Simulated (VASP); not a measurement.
Runs of VASP 6.6.1 on BaTiO3. The structure is that of space group Pm-3m (No. 221), or close to it. The cells are those of the table. 

```csv
cell,gap on the mesh (eV),pressure (GPa)
"a = 4.072 Å, 5 atoms",(a),-4.3
"a = 4.039 Å, 5 atoms",1.69,-0.7
"a = 3.938 Å, 5 atoms",1.84,(c)
"a = 3.972 Å, 5 atoms",(b),8.2
"a = 4.135 Å, 5 atoms",1.55,-10.2
```

Alike in all rows: task single point; level PBE; potentials or basis VASP PAW PBE potentials, release 64 (Ba_sv, Ti_sv, O); no spin polarisation; k mesh 6 × 6 × 6; cutoff (eV) 520; smearing gaussian 0.01 eV.

Question: Fill in the values left out.

Answer: (a) 1.64; (b) 1.79; (c) 13.6.

Caveats: spin-orbit coupling is left out, which moves the levels of the heavy elements.

A k mesh can miss the band edges, and the runs leave out spin-orbit coupling on Ba.
